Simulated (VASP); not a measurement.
# Ru in VASP: single point with PBE

Aim: the single point of Ru with PBE.

Everything below comes from runs of VASP 6.6.1. Logs are shortened: lines on timing, memory, paths and dates and some standing lists are left out, and cuts for length are marked.

## (1) The cell of the first run

The cell holds a slab with vacuum, 4 atoms: a = 2.721 Å, b = 2.721 Å, c = 22.444 Å, α = 90.00°, β = 90.00°, γ = 120.00°.

## (2) Single point, PBE

POSCAR

```
Ru
1.0
    2.7207384563      0.0000000000      0.0000000000
   -1.3603692281      2.3562286202      0.0000000000
    0.0000000000      0.0000000000     22.4441000000
Ru
4
Direct
    0.8333333330      0.1666666670      0.3564413774
    0.1666666670      0.8333333330      0.4521471260
    0.8333333330      0.1666666670      0.5478528740
    0.1666666670      0.8333333330      0.6435586226
```

INCAR.step1

```
ALGO     = Normal         # electronic algorithm
DIPOL    = 0.5 0.5 0.500
EDIFF    = 1E-6           # SCF threshold, eV
ENCUT    = 520            # plane-wave cutoff, eV
GGA      = PE             # functional
IDIPOL   = 3            
ISIF     = 2              # what is computed and relaxed
ISMEAR   = -1             # smearing method
LASPH    = T              # aspherical terms in the spheres
LCHARG   = T              # write CHGCAR
LDIPOL   = T            
LMAXMIX  = 4              # l up to which the mixer works
LREAL    = F              # projectors in reciprocal space
LWAVE    = F              # write WAVECAR
NBANDS   = 36             # bands
NELM     = 100            # most SCF steps
PREC     = Accurate       # precision mode
SIGMA    = 0.08           # smearing width, eV
```

KPOINTS.step1

```
k-points
0
Gamma
  14 14 1
```

INCAR.step2

```
ALGO     = Normal         # electronic algorithm
DIPOL    = 0.5 0.5 0.500
EDIFF    = 1E-6           # SCF threshold, eV
ENCUT    = 520            # plane-wave cutoff, eV
GGA      = PE             # functional
ICHARG   = 11             # starting density
IDIPOL   = 3            
ISIF     = 2              # what is computed and relaxed
ISMEAR   = -5             # smearing method
LASPH    = T              # aspherical terms in the spheres
LCHARG   = F              # write CHGCAR
LDIPOL   = T            
LMAXMIX  = 4              # l up to which the mixer works
LORBIT   = 11             # projections on sites
LREAL    = F              # projectors in reciprocal space
LWAVE    = F              # write WAVECAR
NEDOS    = 2001           # points of the DOS
NELM     = 100            # most SCF steps
PREC     = Accurate       # precision mode
SIGMA    = 0.08           # smearing width, eV
```

KPOINTS.step2

```
k-points
0
Gamma
  21 21 1
```

Potentials or basis: VASP PAW PBE potentials, release 64 (Ru_pv).

On the command line:

```bash
> cat potpaw_PBE.64/Ru_pv/POTCAR > POTCAR
> cp INCAR.step1 INCAR
> cp KPOINTS.step1 KPOINTS
> mpirun -np 1 vasp_std > vasp.out
> cp INCAR.step2 INCAR
> cp KPOINTS.step2 KPOINTS
> mpirun -np 1 vasp_std > vasp.out
```

OUTCAR:

```text
EDIFF = 1E-6
   ENCUT = 520
   GGA = PE
   ICHARG = 11
   ISIF = 2
   ISMEAR = -5
   LASPH = T
   LORBIT = 11
   LREAL = F
   NELM = 100
   PREC = Accurate

 ion  position               nearest neighbor table
   1  0.833  0.167  0.356-   2 2.66   2 2.66   2 2.66
   2  0.167  0.833  0.452-   3 2.66   3 2.66   3 2.66   1 2.66   1 2.66   1 2.66
   3  0.833  0.167  0.548-   2 2.66   2 2.66   2 2.66   4 2.66   4 2.66   4 2.66
   4  0.167  0.833  0.644-   3 2.66   3 2.66   3 2.66

  LATTYP: Found a hexagonal cell.
 ALAT       =     2.7207384563
 C/A-ratio  =     8.2492677486

  Lattice vectors:

 A1 = (   2.7207384563,   0.0000000000,   0.0000000000)
 A2 = (  -1.3603692281,   2.3562286202,   0.0000000000)
 A3 = (   0.0000000000,   0.0000000000,  22.4441000000)

Analysis of symmetry for initial positions (statically):
=====================================================================
 Subroutine PRICEL returns:
 Original cell was already a primitive cell.

 Routine SETGRP: Setting up the symmetry group for a
 hexagonal supercell.

 Subroutine GETGRP returns: Found 12 space group operations
 (whereof  4 operations were pure point group operations)
 out of a pool of 24 trial point group operations.

The static configuration has the point symmetry C_2h.
 The point group associated with its full space group is D_3d.

Analysis of symmetry for dynamics (positions and initial velocities):
=====================================================================
 Subroutine PRICEL returns:
 Original cell was already a primitive cell.

 Routine SETGRP: Setting up the symmetry group for a
 hexagonal supercell.

 Subroutine GETGRP returns: Found 12 space group operations
 (whereof  4 operations were pure point group operations)
 out of a pool of 24 trial point group operations.

The dynamic configuration has the point symmetry C_2h.
 The point group associated with its full space group is D_3d.

 Subroutine INISYM returns: Found 12 space group operations
 (whereof  4 operations are pure point group operations),
 and found     1 'primitive' translations

----------------------------------------------------------------------------------------

                                     Primitive cell

  volume of cell :     143.8820

  direct lattice vectors                    reciprocal lattice vectors
     2.720738456  0.000000000  0.000000000     0.367547273  0.212203517  0.000000000
    -1.360369228  2.356228620  0.000000000     0.000000000  0.424407034  0.000000000
     0.000000000  0.000000000 22.444100000     0.000000000  0.000000000  0.044555139

  length of vectors
     2.720738456  2.720738456 22.444100000     0.424407034  0.424407034  0.044555139

  position of ions in fractional coordinates (direct lattice)
     0.833333333  0.166666667  0.356441377
     0.166666667  0.833333333  0.452147126
     0.833333333  0.166666667  0.547852874
     0.166666667  0.833333333  0.643558623

  ion indices of the primitive-cell ions
   primitive index   ion index
                 1           1
                 2           2
                 3           3
                 4           4

----------------------------------------------------------------------------------------

 KPOINTS: k-points

Automatic generation of k-mesh.
 Grid dimensions read from file:
 generate k-points for:   21   21    1

 Generating k-lattice:

  Cartesian coordinates                     Fractional coordinates (reciprocal lattice)
     0.017502251  0.010104929  0.000000000     0.047619048 -0.000000000  0.000000000
     0.000000000  0.020209859  0.000000000     0.000000000  0.047619048  0.000000000
     0.000000000  0.000000000  0.044555139     0.000000000  0.000000000  1.000000000

  Length of vectors
     0.020209859  0.020209859  0.044555139

  Shift w.r.t. Gamma in fractional coordinates (k-lattice)
     0.000000000  0.000000000  0.000000000

 TETIRR: Found    229 inequivalent tetrahedra from     2646

 Subroutine IBZKPT returns following result:
 ===========================================

 Found     48 irreducible k-points:

 Following reciprocal coordinates:
            Coordinates               Weight
  0.000000  0.000000  0.000000      1.000000
  0.047619  0.000000  0.000000      6.000000
  0.095238  0.000000  0.000000      6.000000
  0.142857  0.000000  0.000000      6.000000
  0.190476  0.000000  0.000000      6.000000
  0.238095  0.000000  0.000000      6.000000
[... 16 lines left out ...]
  0.142857  0.095238  0.000000     12.000000
  0.190476  0.095238  0.000000     12.000000
 [... further k-points ...]
   k-points           NKPTS =     48   k-points in BZ     NKDIM =     48   number of bands    NBANDS=     33
   number of dos      NEDOS =   2001   number of ions     NIONS =      4
   total plane-waves  NPLWV =  67200
   dimension x,y,z NGX =    20 NGY =   20 NGZ =  168
   dimension x,y,z NGXF=    40 NGYF=   40 NGZF=  336
   ions per type =               4
   NGX,Y,Z   is equivalent  to a cutoff of  12.22, 12.22, 12.44 a.u.
   NGXF,Y,Z  is equivalent  to a cutoff of  24.44, 24.44, 24.89 a.u.
 SYSTEM =  unknown system
   PREC   = accura    normal or accurate (medium, high low for compatibility)
   ISTART =      0    job   : 0-new  1-cont  2-samecut
   ICHARG =     11    charge: 1-file 2-atom 10-const
   ISPIN  =      1    spin polarized calculation?
   LNONCOLLINEAR =      F non collinear calculations
   LSORBIT =      F    spin-orbit coupling
   LASPH  =      T    aspherical Exc in radial PAW
   ENCUT  =  520.0 eV  38.22 Ry    6.18 a.u.   5.06  5.06 41.73*2*pi/ulx,y,z
   NELM   =    100;   NELMIN=  2; NELMDL=  0     # of ELM steps
   EDIFF  = 0.1E-05   stopping-criterion for ELM
   LREAL  =      F    real-space projection
   EDIFFG = 0.1E-04   stopping-criterion for IOM
   NSW    =      0    number of steps for IOM
   IBRION =     -1    ionic relax: 0-MD 1-quasi-New 2-CG
   NFREE  =      0    steps in history (QN), initial steepest desc. (CG)
   ISIF   =      2    stress and relaxation
   ISYM   =      2    0-nonsym 1-usesym 2-fastsym
   POTIM  = 0.5000    time-step for ionic-motion
   TEBEG  =    0.0;   TEEND  =   0.0 temperature during run
   PSTRESS=    0.0 pullay stress
   NELECT =      56.0000    total number of electrons
   NUPDOWN=      -1.0000    fix difference up-down
   EMIN   =  10.00;   EMAX   =-10.00  energy-range for DOS
   EFERMI =   0.00;   METHOD = LEGACY
   ISMEAR =    -5;   SIGMA  =   0.08  broadening in eV -4-tet -1-fermi 0-gaus
   EFERMI_NEDOS =   21; number of points for ismear=-14 and -15
   IALGO  =     38    algorithm
   IMIX   =      4    mixing-type and parameters
     AMIX     =   0.40;   BMIX     =  1.00
     AMIX_MAG =   1.60;   BMIX_MAG =  1.00
  volume/ion in A,a.u.               =      35.97       242.74
  Fermi-wavevector in a.u.,A,eV,Ry     =   1.195277  2.258747 19.438481  1.428688
  Thomas-Fermi vector in A             =   2.331247
   LORBIT       =     11    0 simple, 1 ext, 2 COOP (PROOUT), +10 PAW based schemes
   GGA     = PE    functional components
   LHFCALC =     F    Hartree Fock is set to
   AEXX    =    0.0000 exact exchange contribution
   IVDW    =     0    specifies the selected vdW correction
   LEPSILON=     F    determine dielectric tensor
   LRPA    =     F    only Hartree local field effects (RPA)
 non-spin polarized calculation
 Fermi weights with tetrahedron method with Bloechl corrections
  energy-cutoff  :      520.00
  volume of cell :      143.88
 maximum number of plane-waves:      3915

 number of electron      56.0000014 magnetization

 dipolmoment           0.000000      0.000000     -0.000000 electrons x Angstroem

 Free energy of the ion-electron system (eV)
  ---------------------------------------------------
  ext. energy  EPLUGINS =         0.00000000
  ---------------------------------------------------
  free energy    TOTEN  =       -34.76193427 eV

  energy without entropy =      -34.76193427  energy(sigma->0) =      -34.76193427

 E-fermi :   1.7617     XC(G=0):  -6.2885

 val. band max:        1.7377115722   @ k =   0.3810   0.0000   0.0000
 cond. band min:       1.7679292352   @ k =   0.2857   0.1905   0.0000
 fundamental gap:      0.0302176630
 Fermi energy:         1.7616991772

 k-point     1 :       0.0000    0.0000    0.0000
  band No.  band energies     occupation
      1     -41.7762      2.00000
      2     -41.3434      2.00000
      3     -41.0248      2.00000
      4     -41.0248      2.00000
      5     -40.9432      2.00000
      6     -40.9432      2.00000
[... 25 lines left out ...]
     32       1.9310      0.00000
     33       2.6779      0.00000

 k-point     2 :       0.0476    0.0000    0.0000
  band No.  band energies     occupation
      1     -41.7708      2.00000
      2     -41.3443      2.00000
      3     -41.0374      2.00000
      4     -41.0295      2.00000
      5     -40.9697      2.00000
      6     -40.9464      2.00000
[... 25 lines left out ...]
     32       1.9119      0.00000
     33       2.2306      0.00000
[... 754 lines left out ...]
     32       1.9567      0.00000
     33       2.4636      0.00000

 k-point    24 :       0.1905    0.0952    0.0000
  band No.  band energies     occupation
      1     -41.6579      2.00000
      2     -41.4756      2.00000
      3     -41.3290      2.00000
      4     -41.1922      2.00000
      5     -41.1349      2.00000
      6     -41.0426      2.00000
[... 25 lines left out ...]
     32       2.1424      0.00000
     33       2.5470      0.00000

 [... further k-points ...]

------------------------ aborting loop because EDIFF is reached ----------------------------------------

 vacuum level on the upper side and lower side of the slab       (xc-potential included)        -0.116        -0.116

  FORCE on cell =-STRESS in cart. coord.  units (eV):
  Direction    XX          YY          ZZ          XY          YZ          ZX
  --------------------------------------------------------------------------------------
  -------------------------------------------------------------------------------------
  Total       -4.3905480     -4.3905480     -4.1262587     -0.0000000     -0.0000000      0.0000000
  in kB      -48.8903220    -48.8903220    -45.9473658     -0.0000000     -0.0000000      0.0000000
  external PRESSURE =     -47.9093366 kB  Pullay stress =       0.0000000 kB

 VOLUME and BASIS-vectors are now :
 -----------------------------------------------------------------------------
  energy-cutoff  :      520.00
  volume of cell :      143.88
      direct lattice vectors                 reciprocal lattice vectors
     2.720738456  0.000000000  0.000000000     0.367547273  0.212203517  0.000000000
    -1.360369228  2.356228620  0.000000000     0.000000000  0.424407034  0.000000000
     0.000000000  0.000000000 22.444100000     0.000000000  0.000000000  0.044555139

 POSITION                                       TOTAL-FORCE (eV/Angst)
 -----------------------------------------------------------------------------------
      2.04055      0.39270      8.00001        -0.000000      0.000000      0.668771
     -0.68018      1.96352     10.14804         0.000000     -0.000000     -0.508595
      2.04055      0.39270     12.29606        -0.000000      0.000000      0.508595
     -0.68018      1.96352     14.44409         0.000000     -0.000000     -0.668771
 -----------------------------------------------------------------------------------
    total drift:                               -0.000005      0.000003     -0.000000

  FREE ENERGIE OF THE ION-ELECTRON SYSTEM (eV)
  ---------------------------------------------------
  free  energy   TOTEN  =       -34.7619342730 eV

  energy  without entropy=      -34.7619342730  energy(sigma->0) =      -34.76193427

 vacuum level on the upper side and lower side of the slab         6.704         6.704

 total charge

# of ion       s       p       d       tot
------------------------------------------
    1        0.381   6.209   5.925  12.515
    2        0.397   6.303   5.910  12.609
    3        0.397   6.303   5.910  12.609
    4        0.381   6.209   5.925  12.515
--------------------------------------------------
tot          1.556  25.023  23.669  50.248
```

Run time: 6.8 min. Hardware: 1 thread of Intel Xeon 8259CL, shared host; peak memory 0.33 GiB.

What came out:

```
Valence electrons inside the program's atomic spheres : Ru 12.52, 12.61 (each value once)
```

Levels at points of the mesh, in eV from the Fermi level:
| k point | band 26 | band 27 | band 28 | band 29 | band 30 | band 31 |
| --- | --- | --- | --- | --- | --- | --- |
| (0.00, 0.00, 0.00) | -1.90 | -1.71 | -0.81 | -0.81 | 0.11 | 0.17 |

Caveat: tetrahedron occupations give inexact forces and stress in metals.
